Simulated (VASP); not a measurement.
# Ir (P1) in VASP: a series of runs

The runs below take Ir through single point, with PBE.

All numbers are computed with VASP 6.6.1; they aren't measurements. Logs are shortened: lines on timing, memory, paths and dates and some standing lists are left out, and cuts for length are marked.

## 1. The cell of the first run

The typed cell holds 8 atoms: a = 5.321 Å, b = 5.301 Å, c = 5.228 Å, α = 105.52°, β = 103.69°, γ = 117.63°.

## 2. Single point, PBE (atoms moved at random and the cell strained at random)

The input, INCAR:

```
PREC = Accurate
ENCUT = 520
EDIFF = 1E-7
ISMEAR = 0
SIGMA = 0.15
LREAL = False
LASPH = True
NELM = 100
ALGO = Normal
ISIF = 2
LWAVE = False
LCHARG = False
GGA = PE
NBANDS = 46
```

The input, KPOINTS:

```
regular mesh
0
Gamma
  6 6 6
```

The input, POSCAR:

```
Ir
1.0
    1.4741719558     -2.3336690077      4.5485683356
    1.3792046615     -2.3679136735     -4.5375765513
    2.5828191309      4.5453762436      0.0475635571
Ir
8
Direct
    0.0410204108      0.2989395767      0.3365694950
    0.5532628949      0.8186644374      0.3480465119
    0.0235914907      0.2617952698      0.8236183241
    0.5481374729      0.8013708625      0.8403342201
    0.4360164267      0.1910592495      0.1667699206
    0.9537259292      0.6936576109      0.1511373421
    0.4847625656      0.2304978610      0.6711738429
    0.9594828092      0.7040151322      0.6623503434
```

Potentials or basis: VASP PAW PBE potentials, release 64 (Ir).

Command:

```sh
cat potpaw_PBE.64/Ir/POTCAR > POTCAR
mpirun -np 1 vasp_std > vasp.out
```

OUTCAR:

```text
PREC = Accurate
   ENCUT = 520
   EDIFF = 1E-7
   ISMEAR = 0
   LREAL = False
   LASPH = True
   NELM = 100
   ISIF = 2
   GGA = PE

 ion  position               nearest neighbor table
   1  0.041  0.299  0.337-   3 2.61   3 2.63   8 2.64   2 2.69   5 2.69   4 2.70   6 2.70   4 2.74
                             2 2.81   7 2.82   5 2.85   6 2.86
   2  0.553  0.819  0.348-   3 2.54   4 2.61   7 2.61   4 2.62   5 2.65   1 2.69   6 2.79   8 2.80
                             1 2.81   6 2.83   5 2.91   3 2.91
   3  0.024  0.262  0.824-   2 2.54   1 2.61   4 2.62   1 2.63   8 2.68   7 2.70   6 2.70   5 2.73
                             7 2.81   8 2.83   4 2.89   2 2.91
   4  0.548  0.801  0.840-   2 2.61   3 2.62   2 2.62   1 2.70   5 2.70   1 2.74   7 2.74   6 2.76
                             8 2.77   7 2.78   8 2.79   3 2.89
   5  0.436  0.191  0.167-   7 2.53   2 2.65   6 2.66   8 2.68   1 2.69   4 2.70   7 2.72   3 2.73
                             8 2.77   6 2.85   1 2.85   2 2.91
   6  0.954  0.694  0.151-   7 2.57   8 2.58   8 2.65   5 2.66   3 2.70   1 2.70   4 2.76   2 2.79
                             2 2.83   5 2.85   1 2.86   7 2.87
   7  0.485  0.230  0.671-   5 2.53   6 2.57   2 2.61   8 2.63   3 2.70   5 2.72   4 2.74   4 2.78
                             3 2.81   1 2.82   8 2.87   6 2.87
   8  0.959  0.704  0.662-   6 2.58   7 2.63   1 2.64   6 2.65   3 2.68   5 2.68   5 2.77   4 2.77
                             4 2.79   2 2.80   3 2.83   7 2.87

  LATTYP: Found a triclinic cell.
 ALAT       =     5.3008321632
 B/A-ratio  =     2.6935280347
 C/A-ratio  =     1.0375173472
 COS(alpha) =     0.0102952148
 COS(beta)  =     0.5151596243
 COS(gamma) =     0.8173534073

  Lattice vectors:

 A1 = (   1.3792046615,  -2.3679136735,  -4.5375765513)
 A2 = (   3.8670564981,   2.1432179043, -13.5761578811)
 A3 = (   2.8533766173,  -4.7015826812,   0.0109917843)

Analysis of symmetry for initial positions (statically):
=====================================================================
 Subroutine PRICEL returns:
 Original cell was already a primitive cell.

 Routine SETGRP: Setting up the symmetry group for a
 triclinic supercell.

 Subroutine GETGRP returns: Found  1 space group operations
 (whereof  1 operations were pure point group operations)
 out of a pool of  2 trial point group operations.

The static configuration has the point symmetry C_1 .

Analysis of symmetry for dynamics (positions and initial velocities):
=====================================================================
 Subroutine PRICEL returns:
 Original cell was already a primitive cell.

 Routine SETGRP: Setting up the symmetry group for a
 triclinic supercell.
[... 120 lines left out ...]
   NSW    =      0    number of steps for IOM
   IBRION =     -1    ionic relax: 0-MD 1-quasi-New 2-CG
   NFREE  =      0    steps in history (QN), initial steepest desc. (CG)
   ISIF   =      2    stress and relaxation
   ISYM   =      2    0-nonsym 1-usesym 2-fastsym
   POTIM  = 0.5000    time-step for ionic-motion
   TEBEG  =    0.0;   TEEND  =   0.0 temperature during run
   PSTRESS=    0.0 pullay stress
   NELECT =      72.0000    total number of electrons
   NUPDOWN=      -1.0000    fix difference up-down
   EMIN   =  10.00;   EMAX   =-10.00  energy-range for DOS
   EFERMI =   0.00;   METHOD = LEGACY
   ISMEAR =     0;   SIGMA  =   0.15  broadening in eV -4-tet -1-fermi 0-gaus
   EFERMI_NEDOS =   21; number of points for ismear=-14 and -15
   IALGO  =     38    algorithm
   IMIX   =      4    mixing-type and parameters
     AMIX     =   0.40;   BMIX     =  1.00
     AMIX_MAG =   1.60;   BMIX_MAG =  1.00
  volume/ion in A,a.u.               =      14.26        96.23
  Fermi-wavevector in a.u.,A,eV,Ry     =   1.404284  2.653712 26.830881  1.972014
  Thomas-Fermi vector in A             =   2.526861
   LORBIT       =      0    0 simple, 1 ext, 2 COOP (PROOUT), +10 PAW based schemes
   GGA     = PE    functional components
   LHFCALC =     F    Hartree Fock is set to
   AEXX    =    0.0000 exact exchange contribution
   IVDW    =     0    specifies the selected vdW correction
   LEPSILON=     F    determine dielectric tensor
   LRPA    =     F    only Hartree local field effects (RPA)
 non-spin polarized calculation
 Gauss-broadening in eV      SIGMA  =   0.15
  energy-cutoff  :      520.00
  volume of cell :      114.08
 maximum number of plane-waves:      3085
   NGX = 19   NGY = 19   NGZ = 19

 number of electron      72.0000001 magnetization

 Free energy of the ion-electron system (eV)
  ---------------------------------------------------
  ext. energy  EPLUGINS =         0.00000000
  ---------------------------------------------------
  free energy    TOTEN  =       -69.18265520 eV

  energy without entropy =      -69.08084860  energy(sigma->0) =      -69.13175190

 E-fermi :  10.3388     XC(G=0): -13.9255

 val. band max:       10.3348664143   @ k =   0.0000   0.3333   0.5000
 cond. band min:      10.3389480080   @ k =  -0.1667  -0.3333   0.3333
 fundamental gap:      0.0040815937
 Fermi energy:        10.3387888051

 k-point     1 :       0.0000    0.0000    0.0000
  band No.  band energies     occupation
      1      -0.7637      2.00000
      2       2.1470      2.00000
      3       2.4851      2.00000
      4       2.5020      2.00000
      5       2.6388      2.00000
      6       2.6631      2.00000
[... 1165 lines left out ...]
     45      13.7675      0.00000
     46      14.6766      0.00000

 [... further k-points ...]
[... 5 lines left out ...]
  --------------------------------------------------------------------------------------
  -------------------------------------------------------------------------------------
  Total       11.9255843     16.1938337      1.6505793      9.8790160     -0.4945196     -1.7224410
  in kB      167.4936333    227.4407671     23.1822209    138.7497866     -6.9454779    -24.1915109
  external PRESSURE =     139.3722071 kB  Pullay stress =       0.0000000 kB

 VOLUME and BASIS-vectors are now :
 -----------------------------------------------------------------------------
  energy-cutoff  :      520.00
  volume of cell :      114.08
      direct lattice vectors                 reciprocal lattice vectors
     1.474171956 -2.333669008  4.548568336     0.179814130 -0.103311852  0.108567652
     1.379204661 -2.367913673 -4.537576551     0.182212419 -0.102371010 -0.111576314
     2.582819131  4.545376244  0.047563557     0.187243012  0.113631654 -0.002385306

 POSITION                                       TOTAL-FORCE (eV/Angst)
 -----------------------------------------------------------------------------------
      1.34207      0.72624     -1.15387        -0.142366      0.055962      0.419484
      2.84365     -1.64766     -1.18164        -2.006562      0.297384      1.246892
      2.52310      3.06869     -1.04143         1.752901     -1.113823      0.005171
      4.08373      0.64289     -1.10307        -0.653799      0.391147      0.197136
      1.33701     -0.71190      1.12424         0.298818     -1.909511     -0.251601
      2.75301     -3.18123      1.19775         1.350751      0.713371     -0.524925
      2.76605      1.37366      1.19100        -0.668465      1.914803     -0.900458
      4.09615     -0.89553      1.20125         0.068722     -0.349334     -0.191699
 -----------------------------------------------------------------------------------
    total drift:                                0.000021      0.000037      0.000016

  FREE ENERGIE OF THE ION-ELECTRON SYSTEM (eV)
  ---------------------------------------------------
  free  energy   TOTEN  =       -69.1826552008 eV

  energy  without entropy=      -69.0808486026  energy(sigma->0) =      -69.13175190
```

It took 5.4 min on 1 thread of Intel Xeon 6975P-C (Granite Rapids), shared host; peak memory 0.52 GiB.

What came out:

```
Free energy            : -69.1827 eV
Pressure               : 13.9 GPa
Largest force          : 2.381 eV/Å
Band gap on the k mesh : zero (band 36 reaches 11.19 eV, above the bottom of band 37 at 9.51 eV)
```

Forces on the atoms (eV/Å):
```
Ir  -0.142  0.056  0.419
Ir  -2.007  0.297  1.247
Ir   1.753 -1.114  0.005
Ir  -0.654  0.391  0.197
Ir   0.299 -1.910 -0.252
Ir   1.351  0.713 -0.525
Ir  -0.668  1.915 -0.900
Ir   0.069 -0.349 -0.192
```

Stress tensor (GPa, compression positive):
```
16.75 13.87 -2.42
13.87 22.74 -0.69
-2.42 -0.69  2.32
```

Caveat: the cell differs from its parent crystal (atoms moved at random and the cell strained at random); spin-orbit coupling is left out, which moves the levels of the heavy elements; forces of over 1 eV/Å act on the atoms, so gaps and moduli don't describe the material at rest.

## 3. Single point, PBE (atoms moved at random)

The input, INCAR:

```
PREC = Accurate
ENCUT = 520
EDIFF = 1E-7
ISMEAR = 0
SIGMA = 0.15
LREAL = F
LASPH = T
NELM = 100
ALGO = Normal
ISIF = 2
LWAVE = F
LCHARG = F
GGA = PE
NBANDS = 46
```

KPOINTS is that of step 2.

The input, POSCAR:

```
Ir
1.0
    1.3756889473     -2.3827631521      4.4622900000
    1.3756889473     -2.3827631521     -4.4622900000
    2.7513778946      4.7655263042      0.0000000000
Ir
8
Direct
   -0.1052615569      0.2315447406      0.2804922251
    0.5223415027      0.8005365544      0.2893436636
    0.1872755828      0.3865430863      0.9155914558
    0.4688455041      0.7271753140      0.8594439181
    0.5622745355      0.2735349707      0.1941099293
    0.9730175155      0.7264825668      0.1872540774
    0.4827530840      0.2557938473      0.6622407402
    0.9087538322      0.5983889198      0.6115239905
```

Potentials or basis: VASP PAW PBE potentials, release 64 (Ir).

Command:

```sh
cat potpaw_PBE.64/Ir/POTCAR > POTCAR
mpirun -np 1 vasp_std > vasp.out
```

Wall time 6.4 min (1 thread of Intel Xeon 6975P-C (Granite Rapids), shared host); peak memory 0.53 GiB.

Results (log left out):

| Quantity | Value |
| --- | --- |
| Free energy | -42.1721 eV |
| Pressure | 123.7 GPa |
| Largest force | 41.867 eV/Å |
| Band gap on the k mesh | zero (band 36 reaches 10.54 eV, above the bottom of band 37 at 9.97 eV) |

Forces in eV/Å, atoms in the order of the input:
```
Ir   13.563 -14.607  36.818
Ir   14.949  13.476  -0.036
Ir  -24.019  24.126   3.715
Ir    3.044 -29.324  -3.463
Ir  -24.721   6.329 -31.591
Ir    1.818  -4.096  -1.397
Ir   -4.088   3.622   2.676
Ir   19.456   0.475  -6.722
```

Stress tensor (GPa, compression positive):
```
139.59 -25.74   4.60
-25.74 117.17  -7.06
  4.60  -7.06 114.48
```

Levels at points of the mesh, in eV from the Fermi level:
```tsv
k point	band 33	band 34	band 35	band 36	band 37	band 38	band 39	band 40
(0.00, 0.00, 0.00)	-0.44	-0.09	0.01	0.31	0.33	0.75	1.02	1.16
(0.50, 0.00, 0.00)	-1.06	-0.72	-0.24	-0.12	0.00	0.12	0.61	0.99
(0.00, 0.50, 0.50)	-0.92	-0.83	-0.38	-0.15	0.05	0.31	0.48	0.80
(0.00, 0.50, 0.00)	-0.84	-0.68	-0.41	-0.10	0.00	0.28	0.51	0.61
(0.50, 0.00, 0.50)	-1.00	-0.72	-0.54	-0.37	-0.26	0.31	0.53	0.92
(0.50, 0.50, 0.00)	-0.63	-0.25	-0.11	0.10	0.25	0.48	0.55	0.97
(0.00, 0.00, 0.50)	-0.93	-0.73	-0.44	-0.31	0.24	0.34	0.61	0.71
(0.50, 0.50, 0.50)	-1.19	-1.10	-0.34	-0.25	-0.12	0.10	0.45	0.98
```

Caveat: the cell differs from its parent crystal (atoms moved at random); spin-orbit coupling is left out, which moves the levels of the heavy elements; forces of over 1 eV/Å act on the atoms, so gaps and moduli don't describe the material at rest.

## 4. Single point, PBE (atoms moved at random and the cell strained at random)

The input, INCAR:

```
SYSTEM = Ir
PREC     = Accurate       ! precision mode
ENCUT    = 520            ! plane-wave cutoff, eV
EDIFF    = 1E-7           ! SCF threshold, eV
ISMEAR   = 0              ! smearing method
SIGMA    = 0.15           ! smearing width, eV
LREAL    = .FALSE.        ! projectors in reciprocal space
LASPH    = .TRUE.         ! aspherical terms in the spheres
NELM     = 80             ! most SCF steps
ALGO     = Fast           ! electronic algorithm
ISIF     = 2              ! what is computed and relaxed
LWAVE    = .FALSE.        ! write WAVECAR
LCHARG   = .FALSE.        ! write CHGCAR
GGA      = PE             ! functional
NBANDS   = 46             ! bands
```

The input, KPOINTS:

```
regular mesh
0
G
  6 6 6
  0 0 0
```

The input, POSCAR:

```
Ir
1.0
    1.7755375666     -2.5164326287      4.7816023978
    1.2229761506     -2.3736332746     -4.5350003904
    2.7172628408      4.7276856341      0.0940986789
Ir
8
Direct
    0.1183122859      0.3504111199      0.3993229414
    0.6111565149      0.7623023218      0.3907127444
   -0.0564398919      0.3445816236      0.7342866622
    0.5000535389      0.7550617776      0.8452997548
    0.4462579339      0.1144183479      0.0888736511
    1.0073048175      0.7856366909      0.1718368313
    0.4884613736      0.2428792410      0.6373482864
    0.8848934272      0.6447088772      0.7323191282
```

Command:

```sh
cat potpaw_PBE.64/Ir/POTCAR > POTCAR
mpirun -np 1 vasp_std > vasp.out
```

Wall time 8.5 min (1 thread of Intel Xeon 6975P-C (Granite Rapids), shared host); peak memory 0.56 GiB.

Results (log left out):

- Free energy: -48.2488 eV
- Pressure: 73.0 GPa
- Largest force: 43.795 eV/Å
- Band gap on the k mesh: zero (band 36 reaches 8.97 eV, above the bottom of band 37 at 8.69 eV)

Forces in eV/Å, atoms in the order of the input:
```
Ir   -4.590  -6.364   0.894
Ir   -1.892  -0.789  -0.233
Ir   -1.188  14.351  37.168
Ir    0.713  -1.676   4.521
Ir    3.960   0.352  -5.645
Ir    7.801   9.164  -1.000
Ir  -12.419  12.691  -2.672
Ir    7.614 -27.729 -33.032
```

Stress tensor (GPa, compression positive):
```
 59.31  -6.37 -17.78
 -6.37  53.74   6.26
-17.78   6.26 105.98
```

Levels at points of the mesh, in eV from the Fermi level:
| k point | band 33 | band 34 | band 35 | band 36 | band 37 | band 38 | band 39 | band 40 |
| --- | --- | --- | --- | --- | --- | --- | --- | --- |
| (0.00, 0.00, 0.00) | -0.62 | -0.45 | -0.13 | 0.02 | 0.35 | 0.51 | 0.73 | 0.99 |
| (0.50, 0.00, 0.00) | -1.17 | -0.82 | -0.49 | -0.18 | 0.20 | 0.29 | 0.68 | 0.94 |
| (0.00, 0.50, 0.00) | -0.77 | -0.68 | -0.40 | -0.23 | 0.07 | 0.48 | 0.54 | 0.80 |
| (0.50, 0.50, 0.00) | -0.57 | -0.40 | -0.24 | -0.13 | -0.03 | 0.38 | 0.66 | 0.85 |
| (0.00, 0.00, 0.50) | -0.78 | -0.61 | -0.43 | -0.23 | -0.01 | 0.14 | 0.49 | 0.77 |
| (0.50, 0.00, 0.50) | -0.89 | -0.57 | -0.36 | -0.17 | 0.15 | 0.19 | 0.54 | 0.82 |
| (0.00, 0.50, 0.50) | -0.80 | -0.46 | -0.29 | 0.02 | 0.16 | 0.33 | 0.45 | 0.78 |
| (0.50, 0.50, 0.50) | -0.67 | -0.56 | -0.27 | -0.10 | -0.03 | 0.15 | 0.48 | 0.65 |

Caveat: the cell differs from its parent crystal (atoms moved at random and the cell strained at random); spin-orbit coupling is left out, which moves the levels of the heavy elements; forces of over 1 eV/Å act on the atoms, so gaps and moduli don't describe the material at rest.

## 5. The runs side by side

| cell | gap on the mesh (eV) | pressure (GPa) | largest force (eV/Å) |
| --- | --- | --- | --- |
| a = 5.321, b = 5.301, c = 5.228 Å, angles 105.5, 103.7, 117.6°, 8 atoms | none | 13.9 | 2.38 |
| a = 5.242, b = 5.242, c = 5.503 Å, angles 105.2, 105.2, 116.7°, 8 atoms | none | 123.7 | 41.87 |
| a = 5.688, b = 5.263, c = 5.454 Å, angles 106.9, 102.3, 116.9°, 8 atoms | none | 73.0 | 43.79 |

Alike in all rows: task single point; level PBE; potentials or basis VASP PAW PBE potentials, release 64 (Ir); no spin polarisation; k mesh 6 × 6 × 6; cutoff (eV) 520; smearing gaussian 0.15 eV.

Caveats: spin-orbit coupling is left out, which moves the levels of the heavy elements; forces of over 1 eV/Å act on the atoms, so gaps and moduli don't describe the material at rest.

Absolute energies hang on the potentials; compare differences alone.
